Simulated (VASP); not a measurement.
The system is Al13V3.

```
CELL_PARAMETERS angstrom
-3.99478 3.99478 -3.99478
3.99478 3.99478 3.99478
3.99478 -3.99478 -3.99478
ATOMIC_POSITIONS crystal
Al 0.00454 0.25044 0.75069
Al 0.50376 0.99999 0.49715
Al 0.74647 0.49974 0.74638
Al 0.25211 0.25243 0.50324
Al 0.00058 0.49592 0.50219
Al 0.74659 0.99932 0.24976
Al 0.50160 0.24971 0.25048
Al 0.99990 0.99635 0.99915
Al 0.25564 0.50265 0.25107
Al 0.99688 0.75287 0.24976
Al 0.75472 0.25703 0.00299
Al 0.49344 0.50037 0.99925
Al 0.25017 0.75045 0.00558
V 0.25201 0.99773 0.75403
V 0.49946 0.75241 0.74748
V 0.75562 0.75652 0.50626
```

| Property | Result |
| --- | --- |
| Program | VASP 6.6.1 |
| Task | relaxation of cell and atoms |
| Functional | PBE |
| Potentials or basis | VASP PAW PBE potentials, release 64 (Al, V_sv) |
| Cutoff | 600 eV |
| k mesh | 2 × 2 × 2, shifted |
| Occupations | gaussian, width 0.1 eV |
| Spin | no spin polarisation |

At the start: pressure -2.9 GPa; volume 15.94 Å³/atom.

Problem. How do energy, volume and symmetry change on relaxing?

Solution. Over 13 steps the energy falls by 32.0 meV/atom and the volume is 15.59 Å³/atom (-2.2 %); space group R3 (No. 146, to 0.1 Å) before, R32 (No. 155, to 0.1 Å).

The path:
| step | energy change (eV) | largest force (eV/Å) | pressure (GPa) | volume (Å³) |
| --- | --- | --- | --- | --- |
| 1 | 0.0000 | 0.9075 | -2.88 | 255.00 |
| 2 | -0.3226 | 0.5820 | 1.45 | 244.57 |
| 3 | -0.3333 | 0.5081 | 2.49 | 242.41 |
| 4 | -0.4730 | 0.2225 | 0.78 | 246.88 |
| 5 | -0.4867 | 0.2161 | 0.17 | 248.80 |
| 6 | -0.5009 | 0.1160 | -0.18 | 249.61 |
| 7 | -0.5033 | 0.1169 | -0.39 | 250.09 |
| 8 | -0.5085 | 0.0828 | 0.22 | 248.73 |
| 9 | -0.5086 | 0.0804 | 0.29 | 248.60 |
| 10 | -0.5118 | 0.0411 | 0.10 | 249.15 |
| 11 | -0.5121 | 0.0483 | 0.01 | 249.38 |
| 12 | -0.5121 | 0.0429 | 0.02 | 249.34 |
| 13 | -0.5125 | 0.0238 | -0.05 | 249.48 |

Final structure:
```
CELL_PARAMETERS angstrom
-3.96529 3.97002 -3.96852
3.96409 3.96432 3.96409
3.96450 -3.96562 -3.96316
ATOMIC_POSITIONS crystal
Al 0.00589 0.23494 0.74480
Al 0.50098 0.99882 0.50322
Al 0.73935 0.51016 0.74459
Al 0.25855 0.25856 0.51672
Al 0.00320 0.50531 0.50335
Al 0.74244 0.98498 0.24280
Al 0.50092 0.25872 0.24266
Al 0.99862 0.99851 0.99667
Al 0.27160 0.51089 0.26666
Al 0.99610 0.75705 0.26683
Al 0.73105 0.23619 0.99101
Al 0.50097 0.50099 0.00092
Al 0.26110 0.75599 0.99159
V 0.24579 0.98999 0.74587
V 0.50083 0.75663 0.74586
V 0.75611 0.75623 0.51194
```

Caveat: the k points lie up to 0.56 Å⁻¹ apart in the final cell.
